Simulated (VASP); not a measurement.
# Ni (Fm-3m) in VASP: a series of runs

The runs below take Ni through single point, with PBE.

All numbers are computed with VASP 6.6.1; they aren't measurements. Logs are shortened: lines on timing, memory, paths and dates and some standing lists are left out, and cuts for length are marked.

## (1) The cell of the first run

Symmetry: Fm-3m, No. 225, cubic system. Conventional cell: a = 3.587 Å, b = 3.587 Å, c = 3.587 Å, α = 90.00°, β = 90.00°, γ = 90.00°. Within 3.3 Å of Ni (site symmetry m-3m) lie 12 Ni at 2.54 Å.

## (2) Single point, PBE, collinear spin, ferromagnetic start

Contents of INCAR:

```
  ALGO = Fast
  EDIFF = 1E-7
  ENCUT = 520
  GGA = PE
  ISIF = 2
  ISMEAR = 0
  ISPIN = 2
  LASPH = T
  LCHARG = F
  LMAXMIX = 4
  LORBIT = 11
  LREAL = F
  LWAVE = F
  MAGMOM = 0.125
  NBANDS = 15
  NELM = 150
  NUPDOWN = 0.125
  PREC = Accurate
  SIGMA = 0.15
```

Contents of KPOINTS:

```
k-points
0
Gamma
  24 24 24
```

Contents of POSCAR:

```
Ni
1.0
    0.0000000000      1.7936504678      1.7936504678
    1.7936504678      0.0000000000      1.7936504678
    1.7936504678      1.7936504678      0.0000000000
Ni
1
Direct
    0.0000000000      0.0000000000      0.0000000000
```

Potentials or basis: VASP PAW PBE potentials, release 64 (Ni).

Launch:

```
$ cat potpaw_PBE.64/Ni/POTCAR > POTCAR
$ mpirun -np 1 vasp_std > vasp.out
```

OUTCAR:

```text
EDIFF = 1E-7
   ENCUT = 520
   GGA = PE
   ISIF = 2
   ISMEAR = 0
   ISPIN = 2
   LASPH = T
   LORBIT = 11
   LREAL = F
   NELM = 150
   NUPDOWN = 0.125
   PREC = Accurate

 ion  position               nearest neighbor table
   1  0.000  0.000  0.000-

  LATTYP: Found a face centered cubic cell.
 ALAT       =     3.5873009356

  Lattice vectors:

 A1 = (   0.0000000000,   1.7936504678,   1.7936504678)
 A2 = (   1.7936504678,   0.0000000000,   1.7936504678)
 A3 = (   1.7936504678,   1.7936504678,   0.0000000000)

Analysis of symmetry for initial positions (statically):
=====================================================================
 Subroutine PRICEL returns:
 Original cell was already a primitive cell.

 Routine SETGRP: Setting up the symmetry group for a
 face centered cubic supercell.

 Subroutine GETGRP returns: Found 48 space group operations
 (whereof 48 operations were pure point group operations)
 out of a pool of 48 trial point group operations.

The static configuration has the point symmetry O_h .

Analysis of symmetry for dynamics (positions and initial velocities):
=====================================================================
 Subroutine PRICEL returns:
 Original cell was already a primitive cell.

 Routine SETGRP: Setting up the symmetry group for a
 face centered cubic supercell.

 Subroutine GETGRP returns: Found 48 space group operations
 (whereof 48 operations were pure point group operations)
 out of a pool of 48 trial point group operations.

The dynamic configuration has the point symmetry O_h .

Analysis of structural, dynamic, and magnetic symmetry:
=====================================================================
 Subroutine PRICEL returns:
 Original cell was already a primitive cell.

 Routine SETGRP: Setting up the symmetry group for a
 face centered cubic supercell.

 Subroutine GETGRP returns: Found 48 space group operations
 (whereof 48 operations were pure point group operations)
 out of a pool of 48 trial point group operations.

The overall configuration has the point symmetry O_h .

 Subroutine INISYM returns: Found 48 space group operations
 (whereof 48 operations are pure point group operations),
 and found     1 'primitive' translations

----------------------------------------------------------------------------------------

                                     Primitive cell

  volume of cell :      11.5410

  direct lattice vectors                    reciprocal lattice vectors
     0.000000000  1.793650468  1.793650468    -0.278761113  0.278761113  0.278761113
     1.793650468  0.000000000  1.793650468     0.278761113 -0.278761113  0.278761113
     1.793650468  1.793650468  0.000000000     0.278761113  0.278761113 -0.278761113

  length of vectors
     2.536604818  2.536604818  2.536604818     0.482828410  0.482828410  0.482828410

  position of ions in fractional coordinates (direct lattice)
     0.000000000  0.000000000  0.000000000

  ion indices of the primitive-cell ions
   primitive index   ion index
                 1           1

----------------------------------------------------------------------------------------

 KPOINTS: k-points

Automatic generation of k-mesh.
 Grid dimensions read from file:
 generate k-points for:   24   24   24

 Generating k-lattice:

  Cartesian coordinates                     Fractional coordinates (reciprocal lattice)
    -0.011615046  0.011615046  0.011615046     0.041666667  0.000000000  0.000000000
     0.011615046 -0.011615046  0.011615046     0.000000000  0.041666667  0.000000000
     0.011615046  0.011615046 -0.011615046     0.000000000  0.000000000  0.041666667

  Length of vectors
     0.020117850  0.020117850  0.020117850

  Shift w.r.t. Gamma in fractional coordinates (k-lattice)
     0.000000000  0.000000000  0.000000000

 Subroutine IBZKPT returns following result:
 ===========================================

 Found    413 irreducible k-points:

 Following reciprocal coordinates:
            Coordinates               Weight
  0.000000  0.000000  0.000000      1.000000
  0.041667  0.000000  0.000000      8.000000
  0.083333  0.000000  0.000000      8.000000
  0.125000  0.000000  0.000000      8.000000
  0.166667  0.000000  0.000000      8.000000
  0.208333  0.000000  0.000000      8.000000
[... 16 lines left out ...]
  0.416667  0.041667  0.000000     24.000000
  0.458333  0.041667  0.000000     24.000000
 [... further k-points ...]
   k-points           NKPTS =    413   k-points in BZ     NKDIM =    413   number of bands    NBANDS=     15
   number of dos      NEDOS =    301   number of ions     NIONS =      1
   total plane-waves  NPLWV =   8000
   dimension x,y,z NGX =    20 NGY =   20 NGZ =   20
   dimension x,y,z NGXF=    40 NGYF=   40 NGZF=   40
   ions per type =               1
   NGX,Y,Z   is equivalent  to a cutoff of  13.11, 13.11, 13.11 a.u.
   NGXF,Y,Z  is equivalent  to a cutoff of  26.22, 26.22, 26.22 a.u.
 SYSTEM =  unknown system
   PREC   = accura    normal or accurate (medium, high low for compatibility)
   ISTART =      0    job   : 0-new  1-cont  2-samecut
   ICHARG =      2    charge: 1-file 2-atom 10-const
   ISPIN  =      2    spin polarized calculation?
   LNONCOLLINEAR =      F non collinear calculations
   LSORBIT =      F    spin-orbit coupling
   LASPH  =      T    aspherical Exc in radial PAW
   ENCUT  =  520.0 eV  38.22 Ry    6.18 a.u.   4.72  4.72  4.72*2*pi/ulx,y,z
   NELM   =    150;   NELMIN=  2; NELMDL= -5     # of ELM steps
   EDIFF  = 0.1E-06   stopping-criterion for ELM
   LREAL  =      F    real-space projection
   EDIFFG = 0.1E-05   stopping-criterion for IOM
   NSW    =      0    number of steps for IOM
   IBRION =     -1    ionic relax: 0-MD 1-quasi-New 2-CG
   NFREE  =      0    steps in history (QN), initial steepest desc. (CG)
   ISIF   =      2    stress and relaxation
   ISYM   =      2    0-nonsym 1-usesym 2-fastsym
   POTIM  = 0.5000    time-step for ionic-motion
   TEBEG  =    0.0;   TEEND  =   0.0 temperature during run
   PSTRESS=    0.0 pullay stress
   NELECT =      10.0000    total number of electrons
   NUPDOWN=       0.1250    fix difference up-down
   EMIN   =  10.00;   EMAX   =-10.00  energy-range for DOS
   EFERMI =   0.00;   METHOD = LEGACY
   ISMEAR =     0;   SIGMA  =   0.15  broadening in eV -4-tet -1-fermi 0-gaus
   EFERMI_NEDOS =   21; number of points for ismear=-14 and -15
   IALGO  =     68    algorithm
   IMIX   =      4    mixing-type and parameters
     AMIX     =   0.40;   BMIX     =  1.00
     AMIX_MAG =   1.60;   BMIX_MAG =  1.00
  volume/ion in A,a.u.               =      11.54        77.88
  Fermi-wavevector in a.u.,A,eV,Ry     =   1.560727  2.949347 33.142018  2.435870
  Thomas-Fermi vector in A             =   2.663897
   LORBIT       =     11    0 simple, 1 ext, 2 COOP (PROOUT), +10 PAW based schemes
   GGA     = PE    functional components
   LHFCALC =     F    Hartree Fock is set to
   AEXX    =    0.0000 exact exchange contribution
   IVDW    =     0    specifies the selected vdW correction
   LEPSILON=     F    determine dielectric tensor
   LRPA    =     F    only Hartree local field effects (RPA)
 spin polarized calculation
 RMM-DIIS sequential band-by-band and
 Gauss-broadening in eV      SIGMA  =   0.15
  energy-cutoff  :      520.00
  volume of cell :       11.54
 maximum number of plane-waves:       331
   NGX =  9   NGY =  9   NGZ =  9

 number of electron      10.0000000 magnetization       0.1250000

 number of electron       9.9999993 magnetization       0.1250000

 Free energy of the ion-electron system (eV)
  ---------------------------------------------------
  ext. energy  EPLUGINS =         0.00000000
  ---------------------------------------------------
  free energy    TOTEN  =        -5.41127725 eV

  energy without entropy =       -5.37058349  energy(sigma->0) =       -5.39093037

 E-fermi :   8.4225     XC(G=0): -12.9090

 val. band max:        8.4212159616   @ k =  -0.4583   0.1667   0.0417
 cond. band min:       8.3340066855   @ k =  -0.3750   0.4167   0.0833
 fundamental gap:     -0.0872092761
 Fermi energy:         8.3311502922

 spin component 1

 k-point     1 :       0.0000    0.0000    0.0000
  band No.  band energies     occupation
      1      -0.0510      1.00000
      2       6.5996      1.00000
      3       6.5996      1.00000
      4       6.5996      1.00000
      5       7.6248      1.00000
      6       7.6248      1.00000
      7      31.7226      0.00000
      8      35.1901      0.00000
      9      35.1901      0.00000
     10      35.1901      0.00000
     11      38.0065      0.00000
     12      38.0065      0.00000
     13      38.0065      0.00000
     14      40.9921      0.00000
     15      46.7830      0.00000

 k-point     2 :       0.0417    0.0000    0.0000
  band No.  band energies     occupation
      1       0.0142      1.00000
      2       6.5826      1.00000
      3       6.6140      1.00000
      4       6.6140      1.00000
      5       7.6185      1.00000
      6       7.6185      1.00000
      7      31.5179      0.00000
      8      34.1661      0.00000
      9      35.0101      0.00000
     10      35.0101      0.00000
     11      38.2677      0.00000
     12      38.2677      0.00000
     13      38.7852      0.00000
     14      41.4513      0.00000
     15      46.0262      0.00000
[... 365 lines left out ...]
      3       6.6553      1.00000
      4       7.1300      1.00000
      5       8.2051      0.88275
      6       8.2982      0.62196
      7      15.9990      0.00000
      8      30.2180      0.00000
      9      31.2697      0.00000
     10      32.5485      0.00000
     11      35.7829      0.00000
     12      36.7802      0.00000
     13      41.0447      0.00000
     14      48.9767      0.00000
     15      51.5904      0.00000

 k-point    24 :       0.4583    0.0417    0.0000
  band No.  band energies     occupation
      1       4.2068      1.00000
      2       6.5634      1.00000
      3       6.6201      1.00000
      4       7.5742      1.00000
      5       8.2645      0.73514
      6       8.5935      0.00669
      7      14.7528      0.00000
      8      30.0284      0.00000
      9      31.4146      0.00000
     10      32.0727      0.00000
     11      35.7845      0.00000
     12      36.2359      0.00000
     13      41.2420      0.00000
     14      50.7150      0.00000
     15      53.0179      0.00000

 [... further k-points ...]

 spin component 2

 k-point     1 :       0.0000    0.0000    0.0000
  band No.  band energies     occupation
      1      -0.0668      1.00000
      2       6.7583      1.00000
      3       6.7583      1.00000
      4       6.7583      1.00000
      5       7.7378      1.00000
      6       7.7378      1.00000
      7      31.6774      0.00000
      8      35.1789      0.00000
      9      35.1789      0.00000
     10      35.1789      0.00000
     11      38.0197      0.00000
     12      38.0197      0.00000
     13      38.0197      0.00000
     14      40.9572      0.00000
     15      46.8153      0.00000

 k-point     2 :       0.0417    0.0000    0.0000
  band No.  band energies     occupation
      1      -0.0016      1.00000
      2       6.7409      1.00000
      3       6.7729      1.00000
      4       6.7729      1.00000
      5       7.7314      1.00000
      6       7.7314      1.00000
      7      31.4779      0.00000
      8      34.1574      0.00000
      9      35.0020      0.00000
     10      35.0020      0.00000
     11      38.2771      0.00000
     12      38.2771      0.00000
     13      38.7857      0.00000
     14      41.4224      0.00000
     15      46.0537      0.00000
[... 365 lines left out ...]
      3       6.7824      1.00000
      4       7.1861      1.00000
      5       8.3566      0.73281
      6       8.4313      0.46688
      7      16.0532      0.00000
      8      30.1826      0.00000
      9      31.2801      0.00000
     10      32.5620      0.00000
     11      35.7765      0.00000
     12      36.7787      0.00000
     13      41.0548      0.00000
     14      48.9838      0.00000
     15      51.5950      0.00000

 k-point    24 :       0.4583    0.0417    0.0000
  band No.  band energies     occupation
      1       4.2866      1.00000
      2       6.6852      1.00000
      3       6.7454      1.00000
      4       7.6304      1.00000
      5       8.4184      0.51539
      6       8.6937      0.00528
      7      14.8224      0.00000
      8      29.9925      0.00000
      9      31.4246      0.00000
     10      32.0843      0.00000
     11      35.7795      0.00000
     12      36.2351      0.00000
     13      41.2563      0.00000
     14      50.7229      0.00000
     15      53.0219      0.00000

 [... further k-points ...]
[... 5 lines left out ...]
  --------------------------------------------------------------------------------------
  -------------------------------------------------------------------------------------
  Total       -0.7632343     -0.7632343     -0.7632343      0.0000000     -0.0000000      0.0000000
  in kB     -105.9558674   -105.9558674   -105.9558674      0.0000000     -0.0000000      0.0000000
  external PRESSURE =    -105.9558674 kB  Pullay stress =       0.0000000 kB

 VOLUME and BASIS-vectors are now :
 -----------------------------------------------------------------------------
  energy-cutoff  :      520.00
  volume of cell :       11.54
      direct lattice vectors                 reciprocal lattice vectors
     0.000000000  1.793650468  1.793650468    -0.278761113  0.278761113  0.278761113
     1.793650468  0.000000000  1.793650468     0.278761113 -0.278761113  0.278761113
     1.793650468  1.793650468  0.000000000     0.278761113  0.278761113 -0.278761113

 POSITION                                       TOTAL-FORCE (eV/Angst)
 -----------------------------------------------------------------------------------
      0.00000      0.00000      0.00000         0.000000      0.000000      0.000000
 -----------------------------------------------------------------------------------
    total drift:                                0.000000      0.000000      0.000000

  FREE ENERGIE OF THE ION-ELECTRON SYSTEM (eV)
  ---------------------------------------------------
  free  energy   TOTEN  =        -5.4112772472 eV

  energy  without entropy=       -5.3705834878  energy(sigma->0) =       -5.39093037

 total charge

# of ion       s       p       d       tot
------------------------------------------
    1        0.470   0.443   8.302   9.214

 magnetization (x)

# of ion       s       p       d       tot
------------------------------------------
    1       -0.002  -0.007   0.139   0.130
```

Run time: 2.4 min. Hardware: 1 thread of Intel Xeon Platinum 8259CL at 2.50GHz (Skylake/Cascade Lake), shared host; peak memory 0.22 GiB.

What came out:

```
Free energy                                           : -5.4113 eV
Pressure                                              : -10.6 GPa
Net moment                                            : 0.12 μB per cell
Site moments                                          : Ni +0.13 μB
Valence electrons inside the program's atomic spheres : Ni 9.21
```

Caveat: the total moment is fixed, so each spin has its own Fermi level.

## (3) Single point, PBE, collinear spin, ferromagnetic start

Contents of INCAR:

```
PREC = Accurate ; ENCUT = 520
EDIFF = 1E-6 ; ISMEAR = 0
SIGMA = 0.15 ; LREAL = False
LASPH = True ; NELM = 150
ALGO = Normal ; ISIF = 2
LWAVE = False ; LCHARG = True
ISPIN = 2 ; MAGMOM = 0.625
LORBIT = 11 ; NUPDOWN = 0.625
LMAXMIX = 4 ; GGA = PE
LELF = True ; LVHAR = True
NBANDS = 15
```

Contents of KPOINTS:

```
regular mesh
0
Gamma
  24 24 24
```

POSCAR is that of step 2.

Potentials or basis: VASP PAW PBE potentials, release 64 (Ni).

Launch:

```
$ cat potpaw_PBE.64/Ni/POTCAR > POTCAR
$ mpirun -np 1 vasp_std > vasp.out
```

It took 1.9 min on 1 thread of Intel Xeon Platinum 8259CL at 2.50GHz (Skylake/Cascade Lake), shared host; peak memory 0.22 GiB.

Results (log left out):

- Free energy: -5.4588 eV
- Pressure: -9.8 GPa
- Net moment: 0.62 μB per cell
- Site moments: Ni +0.64 μB
- Valence electrons inside the program's atomic spheres: Ni 9.21

Caveat: the total moment is fixed, so each spin has its own Fermi level.
